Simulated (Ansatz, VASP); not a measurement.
## Two plane-wave programs on GaP

```xyz
2
Lattice="0.0000 2.7194 2.7194 2.7194 0.0000 2.7194 2.7194 2.7194 0.0000" Properties=species:S:1:pos:R:3 pbc="T T T"
Ga    0.0000    0.0000    0.0000
P     4.0792    4.0792    4.0792
```

Alike in both runs: functional PBEsol; k mesh 8 × 8 × 8; occupations gaussian, width 0.02 eV; no spin polarisation.

Ansatz relaxed the structure, and its values are those at the end. VASP's run is a single point on that final structure, the one shown.

|  | VASP | Ansatz |
| --- | --- | --- |
| version | VASP 6.6.1 | Ansatz 0.2.0 |
| potentials or method | VASP PAW PBE potentials, release 64 (Ga_d, P), cutoff 520 eV | scalar-relativistic, plane waves, PAW |
| valence electrons in the cell | 18 | 18 |

|  | VASP | Ansatz | Ansatz less VASP |
| --- | --- | --- | --- |
| gap on the k mesh at the Fermi level (eV) | 1.50 | 1.50 | -0.003 |
| least direct gap on the mesh (eV) | 1.80 | 1.80 | -0.007 |
| pressure (GPa) | -0.1 | 0.0 | +0.11 |

VASP's potentials were made for PBE, not for PBEsol, and Ansatz warns of the same on its side. The functional is the same, so the differences come from potentials, cutoffs and numerics.
